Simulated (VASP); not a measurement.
Wanted: the native input for a VASP 6.6.1 run.

- Task: single point
- Functional: PBE
- Potentials or basis: VASP PAW PBE potentials, release 64 (Na_pv, I)
- Cutoff: 500 eV
- k mesh: 5 × 5 × 5
- Occupations: gaussian, width 0.01 eV
- Spin: no spin polarisation
- Dipole correction: no
- Further INCAR settings: ALGO = Normal; EDIFF = 1e-06; NBANDS = 14

The structure of NaI lies in POSCAR:

```
NaI
1.0
    0.0000000000      3.2631483204      3.2631483204
    3.2631483204      0.0000000000      3.2631483204
    3.2631483204      3.2631483204      0.0000000000
Na I
1 1
Direct
    0.0000000000      0.0000000000      0.0000000000
    0.5000000000      0.5000000000      0.5000000000
```

One way to write it, as run:

INCAR

```
ALGO     = Normal         # electronic algorithm
EDIFF    = 1E-6           # SCF threshold, eV
ENCUT    = 500            # plane-wave cutoff, eV
GGA      = PE             # functional
GGA_COMPAT= F            
ISIF     = 2              # what is computed and relaxed
ISMEAR   = 0              # smearing method
LASPH    = T              # aspherical terms in the spheres
LCHARG   = F              # write CHGCAR
LREAL    = F              # projectors in reciprocal space
LWAVE    = F              # write WAVECAR
NBANDS   = 14             # bands
NELM     = 120            # most SCF steps
PREC     = Accurate       # precision mode
SIGMA    = 0.01           # smearing width, eV
```

KPOINTS

```
k-points
0
Gamma
  5 5 5
```

Potentials or basis: VASP PAW PBE potentials, release 64 (Na_pv, I).

Launch:

```console
$ cat potpaw_PBE.64/Na_pv/POTCAR potpaw_PBE.64/I/POTCAR > POTCAR
$ mpirun -np 1 vasp_std > vasp.out
```

Results of the run:

```
Pressure               : 0.0 GPa
Band gap on the k mesh : 3.58 eV, direct
```

Caveat: spin-orbit coupling is left out, which moves the levels of the heavy elements.

Run time: 8.4 s on 1 thread of AMD EPYC 7R13 Processor (Zen 3), with other jobs on the host, peak memory 0.17 GiB.
